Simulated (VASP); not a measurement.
# BaTiO3 (R3m) in VASP: further runs, part 2 of 2

VASP 6.6.1. Earlier steps stand in the parts before.

### Step 3. Single point, r2SCAN

This run uses another cell than the first one, of 13.18 Å³/atom.

POSCAR

```
BaTiO3
1.0
    2.8522820325      1.6467629437      2.3388173962
   -2.8522820325      1.6467629437      2.3388173962
    0.0000000000     -3.2935258875      2.3388173962
Ba Ti O
1 1 3
Direct
    0.0000000000      0.0000000000      0.0000000000
    0.4845000000      0.4845000000      0.4845000000
    0.5086000000      0.5086000000      0.0175000000
    0.0175000000      0.5086000000      0.5086000000
    0.5086000000      0.0175000000      0.5086000000
```

INCAR.step1

```
SYSTEM = BaTiO3
PREC = Accurate
ENCUT = 1480
ISMEAR = 0
SIGMA = 0.01
LREAL = .FALSE.
LASPH = .TRUE.
NELM = 120
NBANDS = 28
GGA = PE
ALGO = Normal
EDIFF = 1E-5
LWAVE = .TRUE.
LCHARG = .FALSE.
GGA_COMPAT = .FALSE.
```

INCAR.step2

```
SYSTEM = BaTiO3
PREC = Accurate
ENCUT = 1480
EDIFF = 1E-6
ISMEAR = 0
SIGMA = 0.01
LREAL = .FALSE.
LASPH = .TRUE.
NELM = 120
ALGO = Normal
ISIF = 2
LWAVE = .FALSE.
LCHARG = .TRUE.
METAGGA = R2SCAN
LMIXTAU = .TRUE.
LELF = .TRUE.
LVHAR = .TRUE.
NBANDS = 28
ISTART = 1
GGA_COMPAT = .FALSE.
```

KPOINTS

```
Automatic mesh
0
G
  6 6 6
  0 0 0
```

Potentials or basis: VASP PAW PBE potentials, release 64 (Ba_sv, Ti_sv, O_h).

The run is started by

```bash
$ cat potpaw_PBE.64/Ba_sv/POTCAR potpaw_PBE.64/Ti_sv/POTCAR potpaw_PBE.64/O_h/POTCAR > POTCAR
$ cp INCAR.step1 INCAR
$ mpirun -np 1 vasp_std > vasp.out
$ cp INCAR.step2 INCAR
$ mpirun -np 1 vasp_std > vasp.out
```

OUTCAR:

```text
SYSTEM = BaTiO3
   PREC = Accurate
   ENCUT = 1480
   EDIFF = 1E-6
   ISMEAR = 0
   LREAL = .FALSE.
   LASPH = .TRUE.
   NELM = 120
   ISIF = 2
   METAGGA = R2SCAN
   ISTART = 1

 ion  position               nearest neighbor table
   1  0.000  0.000  0.000-   3 2.81   4 2.81   5 2.81   4 2.85   5 2.85   5 2.85   4 2.85   3 2.85
                             3 2.85   3 2.91   4 2.91   5 2.91   2 3.40   2 3.46   2 3.46   2 3.46
   2  0.484  0.484  0.484-   3 1.89   4 1.89   5 1.89   3 2.16   4 2.16   5 2.16   1 3.40   1 3.46
                             1 3.46   1 3.46   1 3.53   1 3.53   1 3.53   1 3.62
   3  0.509  0.509  0.017-   2 1.89   2 2.16   1 2.81   1 2.85   1 2.85   1 2.91
   4  0.017  0.509  0.509-   2 1.89   2 2.16   1 2.81   1 2.85   1 2.85   1 2.91
   5  0.509  0.017  0.509-   2 1.89   2 2.16   1 2.81   1 2.85   1 2.85   1 2.91

  LATTYP: Found a trigonal (rhomboedric) cell.
 ALAT       =     4.0394811299
 COS(alpha) =     0.0028424988

  Lattice vectors:

 A1 = (   2.8522820325,   1.6467629437,   2.3388173962)
 A2 = (  -2.8522820325,   1.6467629437,   2.3388173962)
 A3 = (   0.0000000000,  -3.2935258875,   2.3388173962)

Analysis of symmetry for initial positions (statically):
=====================================================================
 Subroutine PRICEL returns:
 Original cell was already a primitive cell.

 Routine SETGRP: Setting up the symmetry group for a
 trigonal (rhombohedral) supercell.

 Subroutine GETGRP returns: Found  6 space group operations
 (whereof  6 operations were pure point group operations)
 out of a pool of 12 trial point group operations.

The static configuration has the point symmetry C_3v.

Analysis of symmetry for dynamics (positions and initial velocities):
=====================================================================
 Subroutine PRICEL returns:
 Original cell was already a primitive cell.

 Routine SETGRP: Setting up the symmetry group for a
 trigonal (rhombohedral) supercell.

 Subroutine GETGRP returns: Found  6 space group operations
 (whereof  6 operations were pure point group operations)
 out of a pool of 12 trial point group operations.

The dynamic configuration has the point symmetry C_3v.

 Subroutine INISYM returns: Found  6 space group operations
 (whereof  6 operations are pure point group operations),
 and found     1 'primitive' translations

----------------------------------------------------------------------------------------

                                     Primitive cell

  volume of cell :      65.9130

  direct lattice vectors                    reciprocal lattice vectors
     2.852282032  1.646762944  2.338817396     0.175298233  0.101208657  0.142522171
    -2.852282032  1.646762944  2.338817396    -0.175298233  0.101208657  0.142522171
     0.000000000 -3.293525887  2.338817396     0.000000000 -0.202417315  0.142522171

  length of vectors
     4.039481130  4.039481130  4.039477638     0.247558543  0.247558543  0.247558758

  position of ions in fractional coordinates (direct lattice)
     0.000000000  0.000000000  0.000000000
     0.484500000  0.484500000  0.484500000
     0.508600000  0.508600000  0.017500000
     0.017500000  0.508600000  0.508600000
     0.508600000  0.017500000  0.508600000

  ion indices of the primitive-cell ions
   primitive index   ion index
                 1           1
                 2           2
                 3           3
                 4           4
                 5           5

----------------------------------------------------------------------------------------

 KPOINTS: Automatic mesh

Automatic generation of k-mesh.
 Grid dimensions read from file:
 generate k-points for:    6    6    6

 Generating k-lattice:

  Cartesian coordinates                     Fractional coordinates (reciprocal lattice)
     0.029216372  0.016868110  0.023753695     0.166666667  0.000000000  0.000000000
    -0.029216372  0.016868110  0.023753695     0.000000000  0.166666667  0.000000000
     0.000000000 -0.033736219  0.023753695     0.000000000  0.000000000  0.166666667

  Length of vectors
     0.041259757  0.041259757  0.041259793

  Shift w.r.t. Gamma in fractional coordinates (k-lattice)
     0.000000000  0.000000000  0.000000000

 Subroutine IBZKPT returns following result:
 ===========================================

 Found     32 irreducible k-points:

 Following reciprocal coordinates:
            Coordinates               Weight
  0.000000  0.000000  0.000000      1.000000
  0.166667  0.000000  0.000000      6.000000
  0.333333  0.000000 -0.000000      6.000000
  0.500000  0.000000  0.000000      3.000000
  0.166667  0.166667  0.000000      6.000000
  0.333333  0.166667  0.000000     12.000000
[... 16 lines left out ...]
  0.500000  0.500000  0.166667      6.000000
 -0.333333  0.500000  0.166667     12.000000
 [... further k-points ...]
   k-points           NKPTS =     32   k-points in BZ     NKDIM =     32   number of bands    NBANDS=     28
   number of dos      NEDOS =    301   number of ions     NIONS =      5
   total plane-waves  NPLWV = 157464
   dimension x,y,z NGX =    54 NGY =   54 NGZ =   54
   dimension x,y,z NGXF=   108 NGYF=  108 NGZF=  108
   ions per type =               1   1   3
   NGX,Y,Z   is equivalent  to a cutoff of  22.22, 22.22, 22.22 a.u.
   NGXF,Y,Z  is equivalent  to a cutoff of  44.45, 44.45, 44.45 a.u.
 SYSTEM =  BaTiO3
   PREC   = accura    normal or accurate (medium, high low for compatibility)
   ISTART =      1    job   : 0-new  1-cont  2-samecut
   ICHARG =      0    charge: 1-file 2-atom 10-const
   ISPIN  =      1    spin polarized calculation?
   LNONCOLLINEAR =      F non collinear calculations
   LSORBIT =      F    spin-orbit coupling
   LASPH  =      T    aspherical Exc in radial PAW
   ENCUT  = 1480.0 eV 108.78 Ry   10.43 a.u.  12.67 12.67 12.67*2*pi/ulx,y,z
   NELM   =    120;   NELMIN=  2; NELMDL=  0     # of ELM steps
   EDIFF  = 0.1E-05   stopping-criterion for ELM
   LREAL  =      F    real-space projection
[... 7 lines left out ...]
   TEBEG  =    0.0;   TEEND  =   0.0 temperature during run
   PSTRESS=    0.0 pullay stress
   NELECT =      40.0000    total number of electrons
   NUPDOWN=      -1.0000    fix difference up-down
   EMIN   =  10.00;   EMAX   =-10.00  energy-range for DOS
   EFERMI =   0.00;   METHOD = LEGACY
   ISMEAR =     0;   SIGMA  =   0.01  broadening in eV -4-tet -1-fermi 0-gaus
   EFERMI_NEDOS =   21; number of points for ismear=-14 and -15
   IALGO  =     38    algorithm
   IMIX   =      4    mixing-type and parameters
     AMIX     =   0.40;   BMIX     =  1.00
     AMIX_MAG =   1.60;   BMIX_MAG =  1.00
  volume/ion in A,a.u.               =      13.18        88.96
  Fermi-wavevector in a.u.,A,eV,Ry     =   1.386025  2.619208 26.137687  1.921066
  Thomas-Fermi vector in A             =   2.510380
   LORBIT       =      0    0 simple, 1 ext, 2 COOP (PROOUT), +10 PAW based schemes
   METAGGA = R2SCAN    functional components
   LHFCALC =     F    Hartree Fock is set to
   AEXX    =    0.0000 exact exchange contribution
   IVDW    =     0    specifies the selected vdW correction
   LEPSILON=     F    determine dielectric tensor
   LRPA    =     F    only Hartree local field effects (RPA)
 non-spin polarized calculation
 Gauss-broadening in eV      SIGMA  =   0.01
  energy-cutoff  :     1480.00
  volume of cell :       65.91
 maximum number of plane-waves:      8556
 NGX is ok and might be reduce to    54
   NGX = 25   NGY = 25   NGZ = 25

 number of electron      40.0000002 magnetization

 Free energy of the ion-electron system (eV)
  ---------------------------------------------------
  ext. energy  EPLUGINS =         0.00000000
  ---------------------------------------------------
  free energy    TOTEN  =       -74.31903384 eV

  energy without entropy =      -74.31903384  energy(sigma->0) =      -74.31903384

 E-fermi :   3.8175     XC(G=0): -11.7473

 val. band max:        3.6055880694   @ k =   0.5000   0.5000   0.5000
 cond. band min:       6.3138611040   @ k =   0.0000   0.0000   0.0000
 fundamental gap:      2.7082730346
 Fermi energy:         3.8174779118

 k-point     1 :       0.0000    0.0000    0.0000
  band No.  band energies     occupation
      1     -55.0216      2.00000
      2     -30.2094      2.00000
      3     -30.2063      2.00000
      4     -30.2063      2.00000
      5     -21.9190      2.00000
      6     -14.1276      2.00000
[... 20 lines left out ...]
     27       9.1965      0.00000
[... 691 lines left out ...]
      6     -13.8261      2.00000
[... 20 lines left out ...]
     27      12.2756      0.00000
     28      12.7775      0.00000

 [... further k-points ...]
[... 5 lines left out ...]
  --------------------------------------------------------------------------------------
  -------------------------------------------------------------------------------------
  Total       -0.3973127     -0.3973113     -0.3652281     -0.0000000      0.0000000      0.0000000
  in kB       -9.6576599     -9.6576264     -8.8777653     -0.0000000      0.0000000      0.0000000
  external PRESSURE =      -9.3976839 kB  Pullay stress =       0.0000000 kB

 VOLUME and BASIS-vectors are now :
 -----------------------------------------------------------------------------
  energy-cutoff  :     1480.00
  volume of cell :       65.91
      direct lattice vectors                 reciprocal lattice vectors
     2.852282032  1.646762944  2.338817396     0.175298233  0.101208657  0.142522171
    -2.852282032  1.646762944  2.338817396    -0.175298233  0.101208657  0.142522171
     0.000000000 -3.293525887  2.338817396     0.000000000 -0.202417315  0.142522171

 POSITION                                       TOTAL-FORCE (eV/Angst)
 -----------------------------------------------------------------------------------
      0.00000      0.00000      0.00000        -0.000000      0.000000     -0.125140
      0.00000     -0.00000      3.39947        -0.000000      0.000000     -0.053054
      0.00000      1.61745      2.41997        -0.000000     -0.073531      0.059398
     -1.40076     -0.80873      2.41997         0.063679      0.036765      0.059398
      1.40076     -0.80873      2.41997        -0.063679      0.036765      0.059398
 -----------------------------------------------------------------------------------
    total drift:                                0.000000      0.000070      0.001802

  FREE ENERGIE OF THE ION-ELECTRON SYSTEM (eV)
  ---------------------------------------------------
  free  energy   TOTEN  =       -74.3190338381 eV

  energy  without entropy=      -74.3190338381  energy(sigma->0) =      -74.31903384
```

It took 12 min on 1 thread of Intel Xeon Platinum 8488C (Sapphire Rapids), shared host; peak memory 0.65 GiB.

What came out:

| Quantity | Value |
| --- | --- |
| Free energy | -74.3190 eV |
| Pressure | -0.9 GPa |
| Largest force | 0.125 eV/Å |
| Band gap on the k mesh | 2.71 eV (least direct gap 3.13 eV) |

Forces in eV/Å, atoms in the order of the input:
```
Ba   0.000  0.000 -0.125
Ti   0.000  0.000 -0.053
O    0.000 -0.074  0.059
O    0.064  0.037  0.059
O   -0.064  0.037  0.059
```

Levels at points of the mesh, in eV from the valence-band top:
| k point | band 16 | band 17 | band 18 | band 19 | band 20 | band 21 | band 22 | band 23 | band 24 | band 25 |
| --- | --- | --- | --- | --- | --- | --- | --- | --- | --- | --- |
| (0.00, 0.00, 0.00) | -1.28 | -1.05 | -0.53 | -0.42 | -0.42 | 2.71 | 2.71 | 2.83 | 4.61 | 4.61 |
| (0.50, 0.00, 0.00) | -2.04 | -1.63 | -1.59 | -0.97 | -0.86 | 2.86 | 4.03 | 4.13 | 4.58 | 6.32 |
| (0.50, 0.50, 0.00) | -2.61 | -1.68 | -0.92 | -0.87 | -0.09 | 4.10 | 4.10 | 4.46 | 5.21 | 8.01 |
| (0.50, 0.50, 0.50) | -2.41 | -2.37 | -0.02 | -0.02 | 0.00 | 4.56 | 4.71 | 4.71 | 7.12 | 7.12 |

Caveat: the PAW data sets were made with another functional, which shifts forces and pressure a little; spin-orbit coupling is left out, which moves the levels of the heavy elements. A k mesh can miss the band edges.
